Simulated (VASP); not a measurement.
# Si16O (a cell with a defect) in VASP: notebook

The runs below take Si16O (a cell with a defect) through single point, with LDA.

Program: VASP 6.6.1. These are calculated values, not measurements. Logs are shortened: lines on timing, memory, paths and dates and some standing lists are left out, and cuts for length are marked.

### Step 1. The cell of the first run

The cell holds a defect, 17 atoms: a = 7.679 Å, b = 7.679 Å, c = 7.679 Å, α = 60.00°, β = 60.00°, γ = 60.00°.

### Step 2. Single point, LDA, collinear spin, zero start

File INCAR:

```
SYSTEM = Si16O
PREC = Accurate
ENCUT = 520
EDIFF = 1E-6
ISMEAR = -1
SIGMA = 0.05
LREAL = Auto
LASPH = .True.
NELM = 150
ALGO = Normal
ISIF = 2
LWAVE = .False.
LCHARG = .False.
ISPIN = 2
MAGMOM = 0 0 0 0 0 0 0 0 0 0 0 0 0 0 0 0 0
LORBIT = 11
GGA = CA
NBANDS = 53
```

File KPOINTS:

```
Automatic mesh
0
Gamma
  2 2 2
  0 0 0
```

File POSCAR:

```
Si16O
1.0
    0.0000000000      5.4300000000      5.4300000000
    5.4300000000      0.0000000000      5.4300000000
    5.4300000000      5.4300000000      0.0000000000
Si O
16 1
Direct
    0.0030755064     -0.0093922652      0.0033333333
    0.1338121547      0.1268876611      0.1091528545
   -0.0358747698      0.0515469613      0.4853775322
    0.1424861878      0.0755801105      0.6291160221
    0.0054143646      0.4949171271     -0.0018416206
    0.1284622468      0.6223664825      0.1250920810
    0.0122375691      0.4398802947      0.5058103131
    0.1173941068      0.5933241252      0.6272651934
    0.5036648250      0.0109760589     -0.0206998158
    0.6297053407      0.1226887661      0.1378453039
    0.5090147330     -0.0014825046      0.4977255985
    0.5937753223      0.1891160221      0.5905709024
    0.5068600368      0.5017403315     -0.0097697974
    0.6367587477      0.6470718232      0.0879926335
    0.4733149171      0.5510681400      0.4817127072
    0.6413443831      0.6338489871      0.6167403315
    0.9394567219      0.8263259669      0.5397882136
```

Potentials or basis: VASP PAW LDA potentials, release 64 (Si, O).

Command:

```
cat potpaw_LDA.64/Si/POTCAR potpaw_LDA.64/O/POTCAR > POTCAR
mpirun -np 1 vasp_std > vasp.out
```

OUTCAR:

```text
SYSTEM = Si16O
   PREC = Accurate
   ENCUT = 520
   EDIFF = 1E-6
   ISMEAR = -1
   LREAL = Auto
   LASPH = .True.
   NELM = 150
   ISIF = 2
   ISPIN = 2
   LORBIT = 11
   GGA = CA

 ion  position               nearest neighbor table
   1  0.003  0.991  0.003-   6 2.31   2 2.34  10 2.34   4 2.36
   2  0.134  0.127  0.109-   5 2.31   9 2.32   1 2.34   3 2.39
   3  0.964  0.052  0.485-  17 1.65   4 2.26  12 2.33   2 2.39   8 2.87
   4  0.142  0.076  0.629-   3 2.26   7 2.29  11 2.32   1 2.36
   5  0.005  0.495  0.998-   2 2.31  14 2.32   8 2.34   6 2.37
   6  0.128  0.622  0.125-   1 2.31   5 2.37  13 2.37   7 2.42
   7  0.012  0.440  0.506-   4 2.29  16 2.38   8 2.39   6 2.42
   8  0.117  0.593  0.627-  17 1.67  15 2.29   5 2.34   7 2.39   3 2.87
   9  0.504  0.011  0.979-  14 2.28   2 2.32  12 2.46  10 2.49
  10  0.630  0.123  0.138-  11 2.26   1 2.34  13 2.38   9 2.49
  11  0.509  0.999  0.498-  10 2.26  16 2.29   4 2.32  12 2.35
  12  0.594  0.189  0.591-  15 2.27   3 2.33  11 2.35   9 2.46
  13  0.507  0.502  0.990-  16 2.34  14 2.35   6 2.37  10 2.38
  14  0.637  0.647  0.088-   9 2.28   5 2.32  13 2.35  15 2.48
  15  0.473  0.551  0.482-  12 2.27   8 2.29  16 2.44  14 2.48
  16  0.641  0.634  0.617-  11 2.29  13 2.34   7 2.38  15 2.44
  17  0.939  0.826  0.540-   3 1.65   8 1.67

  LATTYP: Found a face centered cubic cell.
 ALAT       =    10.8600000000

  Lattice vectors:

 A1 = (   0.0000000000,   5.4300000000,   5.4300000000)
 A2 = (   5.4300000000,   0.0000000000,   5.4300000000)
 A3 = (   5.4300000000,   5.4300000000,   0.0000000000)

Analysis of symmetry for initial positions (statically):
=====================================================================
 Subroutine PRICEL returns:
 Original cell was already a primitive cell.

 Routine SETGRP: Setting up the symmetry group for a
 face centered cubic supercell.

 Subroutine GETGRP returns: Found  1 space group operations
 (whereof  1 operations were pure point group operations)
 out of a pool of 48 trial point group operations.

The static configuration has the point symmetry C_1 .

Analysis of symmetry for dynamics (positions and initial velocities):
=====================================================================
 Subroutine PRICEL returns:
 Original cell was already a primitive cell.

 Routine SETGRP: Setting up the symmetry group for a
 face centered cubic supercell.

 Subroutine GETGRP returns: Found  1 space group operations
 (whereof  1 operations were pure point group operations)
 out of a pool of 48 trial point group operations.

The dynamic configuration has the point symmetry C_1 .

Analysis of structural, dynamic, and magnetic symmetry:
=====================================================================
 Subroutine PRICEL returns:
 Original cell was already a primitive cell.

 Routine SETGRP: Setting up the symmetry group for a
 face centered cubic supercell.

 Subroutine GETGRP returns: Found  1 space group operations
 (whereof  1 operations were pure point group operations)
 out of a pool of 48 trial point group operations.

The overall configuration has the point symmetry C_1 .

 Subroutine INISYM returns: Found  1 space group operations
 (whereof  1 operations are pure point group operations),
 and found     1 'primitive' translations

----------------------------------------------------------------------------------------

                                     Primitive cell

  volume of cell :     320.2060

  direct lattice vectors                    reciprocal lattice vectors
     0.000000000  5.430000000  5.430000000    -0.092081031  0.092081031  0.092081031
     5.430000000  0.000000000  5.430000000     0.092081031 -0.092081031  0.092081031
     5.430000000  5.430000000  0.000000000     0.092081031  0.092081031 -0.092081031

  length of vectors
     7.679179644  7.679179644  7.679179644     0.159489025  0.159489025  0.159489025

  position of ions in fractional coordinates (direct lattice)
     0.003075506  0.990607735  0.003333333
     0.133812155  0.126887661  0.109152855
     0.964125230  0.051546961  0.485377532
     0.142486188  0.075580110  0.629116022
     0.005414365  0.494917127  0.998158379
     0.128462247  0.622366482  0.125092081
[... 9 lines left out ...]
     0.641344383  0.633848987  0.616740331
     0.939456722  0.826325967  0.539788214

  ion indices of the primitive-cell ions
   primitive index   ion index
                 1           1
                 2           2
                 3           3
[... 60 lines left out ...]
   PREC   = accura    normal or accurate (medium, high low for compatibility)
   ISTART =      0    job   : 0-new  1-cont  2-samecut
   ICHARG =      2    charge: 1-file 2-atom 10-const
   ISPIN  =      2    spin polarized calculation?
   LNONCOLLINEAR =      F non collinear calculations
   LSORBIT =      F    spin-orbit coupling
   LASPH  =      T    aspherical Exc in radial PAW
   ENCUT  =  520.0 eV  38.22 Ry    6.18 a.u.  14.28 14.28 14.28*2*pi/ulx,y,z
   NELM   =    150;   NELMIN=  2; NELMDL= -5     # of ELM steps
   EDIFF  = 0.1E-05   stopping-criterion for ELM
   LREAL  =      T    real-space projection
   EDIFFG = 0.1E-04   stopping-criterion for IOM
   NSW    =      0    number of steps for IOM
   IBRION =     -1    ionic relax: 0-MD 1-quasi-New 2-CG
   NFREE  =      0    steps in history (QN), initial steepest desc. (CG)
   ISIF   =      2    stress and relaxation
   ISYM   =      2    0-nonsym 1-usesym 2-fastsym
   POTIM  = 0.5000    time-step for ionic-motion
   TEBEG  =    0.0;   TEEND  =   0.0 temperature during run
   PSTRESS=    0.0 pullay stress
   NELECT =      70.0000    total number of electrons
   NUPDOWN=      -1.0000    fix difference up-down
   EMIN   =  10.00;   EMAX   =-10.00  energy-range for DOS
   EFERMI =   0.00;   METHOD = LEGACY
   ISMEAR =    -1;   SIGMA  =   0.05  broadening in eV -4-tet -1-fermi 0-gaus
   EFERMI_NEDOS =   21; number of points for ismear=-14 and -15
   IALGO  =     38    algorithm
   IMIX   =      4    mixing-type and parameters
     AMIX     =   0.40;   BMIX     =  1.00
     AMIX_MAG =   1.60;   BMIX_MAG =  1.00
  volume/ion in A,a.u.               =      18.84       127.11
  Fermi-wavevector in a.u.,A,eV,Ry     =   0.986199  1.863645 13.232857  0.972588
  Thomas-Fermi vector in A             =   2.117562
   LORBIT       =     11    0 simple, 1 ext, 2 COOP (PROOUT), +10 PAW based schemes
   GGA     = CA    functional components
   LHFCALC =     F    Hartree Fock is set to
   AEXX    =    0.0000 exact exchange contribution
   IVDW    =     0    specifies the selected vdW correction
   LEPSILON=     F    determine dielectric tensor
   LRPA    =     F    only Hartree local field effects (RPA)
 spin polarized calculation
  energy-cutoff  :      520.00
  volume of cell :      320.21
 maximum number of plane-waves:      8646
 NGX is ok and might be reduce to    60
   NGX = 29   NGY = 29   NGZ = 29

 number of electron      70.0000000 magnetization       0.0000003

 number of electron      70.0000000 magnetization      -0.0000007

 Free energy of the ion-electron system (eV)
  ---------------------------------------------------
  ext. energy  EPLUGINS =         0.00000000
  ---------------------------------------------------
  free energy    TOTEN  =      -101.76059126 eV

  energy without entropy =     -101.74505923  energy(sigma->0) =     -101.75282525

 E-fermi :   6.1516     XC(G=0):  -9.7478

 val. band max:        6.1071865877   @ k =   0.0000   0.0000   0.0000
 cond. band min:       6.1956980170   @ k =   0.0000   0.0000   0.0000
 fundamental gap:      0.0885114293
 Fermi energy:         6.1516074594

 spin component 1

 k-point     1 :       0.0000    0.0000    0.0000
  band No.  band energies     occupation
      1     -14.5064      1.00000
      2      -5.8793      1.00000
      3      -4.4605      1.00000
      4      -3.8614      1.00000
      5      -3.7470      1.00000
      6      -3.4241      1.00000
[... 389 lines left out ...]
     46      10.0466      0.00000
     47      10.2193      0.00000
 Fermi energy:         6.1516074594

 spin component 2

 k-point     1 :       0.0000    0.0000    0.0000
  band No.  band energies     occupation
      1     -14.5064      1.00000
      2      -5.8793      1.00000
      3      -4.4605      1.00000
      4      -3.8614      1.00000
      5      -3.7470      1.00000
      6      -3.4241      1.00000
[... 389 lines left out ...]
     46      10.0466      0.00000
     47      10.2193      0.00000
 [bands above 47 left out]

------------------------ aborting loop because EDIFF is reached ----------------------------------------

  FORCE on cell =-STRESS in cart. coord.  units (eV):
  Direction    XX          YY          ZZ          XY          YZ          ZX
  --------------------------------------------------------------------------------------
  -------------------------------------------------------------------------------------
  Total        1.7041527      0.6615439      1.5729976     -5.3363351     -3.2986345      3.0137531
  in kB        8.5268693      3.3100898      7.8706238    -26.7007948    -16.5049909     15.0795636
  external PRESSURE =       6.5691943 kB  Pullay stress =       0.0000000 kB

 VOLUME and BASIS-vectors are now :
 -----------------------------------------------------------------------------
  energy-cutoff  :      520.00
  volume of cell :      320.21
      direct lattice vectors                 reciprocal lattice vectors
     0.000000000  5.430000000  5.430000000    -0.092081031  0.092081031  0.092081031
     5.430000000  0.000000000  5.430000000     0.092081031 -0.092081031  0.092081031
     5.430000000  5.430000000  0.000000000     0.092081031  0.092081031 -0.092081031

 POSITION                                       TOTAL-FORCE (eV/Angst)
 -----------------------------------------------------------------------------------
      5.39710      0.03480      5.39570         0.256910     -0.019419      0.025477
      1.28170      1.31930      1.41560         0.488325      0.311316     -0.142741
      2.91550      7.87080      5.51510        -0.647108     -1.193469      0.382033
      3.82650      4.18980      1.18410         0.392466      0.522093     -0.324286
      8.10740      5.44940      2.71680        -0.052369     -0.169389      0.587829
      4.05870      1.37680      4.07700        -0.432418      0.585270     -0.566076
[... 9 lines left out ...]
      6.79070      6.83140      6.92430        -0.854471      0.004077     -1.026723
      7.41800      8.03230      9.58820        -0.314210      0.749867     -0.391850
 -----------------------------------------------------------------------------------
    total drift:                               -0.004722      0.004370      0.000078

  FREE ENERGIE OF THE ION-ELECTRON SYSTEM (eV)
  ---------------------------------------------------
  free  energy   TOTEN  =      -101.7605912625 eV

  energy  without entropy=     -101.7450592304  energy(sigma->0) =     -101.75282525

 total charge

# of ion       s       p       d       tot
------------------------------------------
    1        0.748   0.963   0.000   1.711
    2        0.753   0.973   0.000   1.726
    3        0.752   0.956   0.000   1.708
    4        0.754   0.993   0.000   1.748
    5        0.750   0.979   0.000   1.729
    6        0.747   0.947   0.000   1.694
[... 9 lines left out ...]
   16        0.753   0.937   0.000   1.690
   17        1.568   3.580   0.000   5.148
--------------------------------------------------
tot         13.595  18.900   0.000  32.495

 magnetization (x)

# of ion       s       p       d       tot
------------------------------------------
    1        0.000   0.000   0.000   0.000
    2        0.000  -0.000   0.000  -0.000
    3        0.000   0.000   0.000   0.000
    4       -0.000  -0.000   0.000  -0.000
    5       -0.000  -0.000   0.000  -0.000
    6       -0.000  -0.000   0.000  -0.000
[... 9 lines left out ...]
   16        0.000  -0.000   0.000   0.000
   17        0.000  -0.000   0.000  -0.000
--------------------------------------------------
tot          0.000  -0.000   0.000   0.000
```

Run time: 6.9 min. Hardware: 1 thread of Intel Xeon Platinum 8559C (Emerald Rapids), shared host; peak memory 0.48 GiB.

What came out:

```
Free energy                                           : -101.7606 eV
Pressure                                              : 0.7 GPa
Largest force                                         : 1.916 eV/Å
Band gap on the k mesh                                : 0.09 eV
Net moment                                            : 0.00 μB per cell
Valence electrons inside the program's atomic spheres : Si 1.71, 1.73, 1.75, 1.69, 1.70, 1.72 (each value once); O 5.15
```

Forces in eV/Å, atoms in the order of the input:
```
Si   0.257 -0.019  0.025
Si   0.488  0.311 -0.143
Si  -0.647 -1.193  0.382
Si   0.392  0.522 -0.324
Si  -0.052 -0.169  0.588
Si  -0.432  0.585 -0.566
Si   0.571 -0.463  1.077
Si  -0.232 -0.249 -0.779
Si   0.471 -0.138  1.251
Si  -1.117 -1.534  0.263
Si   0.481  0.231  0.122
Si   0.497  1.016 -0.627
Si   0.162  0.121 -0.139
Si   0.420  0.537 -1.075
Si  -0.090 -0.313  1.362
Si  -0.854  0.004 -1.027
O   -0.314  0.750 -0.392
```

Stress tensor (GPa, compression positive):
```
 0.85 -2.67  1.51
-2.67  0.33 -1.65
 1.51 -1.65  0.79
```

Levels at points of the mesh, in eV from the valence-band top:
Spin up:
```
           k point  band 33  band 34  band 35  band 36  band 37  band 38
(0.00, 0.00, 0.00)    -0.73    -0.33     0.00     0.09     0.37     0.47
(0.50, 0.00, 0.00)    -1.06    -0.89    -0.55     0.98     1.10     1.21
(0.00, 0.50, 0.00)    -0.92    -0.76    -0.26     0.81     1.04     1.19
(0.00, 0.00, 0.50)    -1.03    -0.93    -0.70     0.72     1.15     1.18
(0.50, 0.50, 0.50)    -1.10    -0.99    -0.62     0.82     1.08     1.13
(0.50, 0.50, 0.00)    -1.53    -1.31    -0.89     0.86     1.15     1.80
(0.00, 0.50, 0.50)    -1.49    -1.31    -1.21     1.04     1.07     1.85
(0.50, 0.00, 0.50)    -1.59    -1.40    -0.69     0.84     1.16     1.95
```
Spin down:
| k point | band 33 | band 34 | band 35 | band 36 | band 37 | band 38 |
| --- | --- | --- | --- | --- | --- | --- |
| (0.00, 0.00, 0.00) | -0.73 | -0.33 | 0.00 | 0.09 | 0.37 | 0.47 |
| (0.50, 0.00, 0.00) | -1.06 | -0.89 | -0.55 | 0.98 | 1.10 | 1.21 |
| (0.00, 0.50, 0.00) | -0.92 | -0.76 | -0.26 | 0.81 | 1.04 | 1.19 |
| (0.00, 0.00, 0.50) | -1.03 | -0.93 | -0.70 | 0.72 | 1.15 | 1.18 |
| (0.50, 0.50, 0.50) | -1.10 | -0.99 | -0.62 | 0.82 | 1.08 | 1.13 |
| (0.50, 0.50, 0.00) | -1.53 | -1.31 | -0.89 | 0.86 | 1.15 | 1.80 |
| (0.00, 0.50, 0.50) | -1.49 | -1.31 | -1.21 | 1.04 | 1.07 | 1.85 |
| (0.50, 0.00, 0.50) | -1.59 | -1.40 | -0.69 | 0.84 | 1.16 | 1.95 |

Caveat: the k points lie up to 0.50 Å⁻¹ apart.

[end of part 1 of 2]
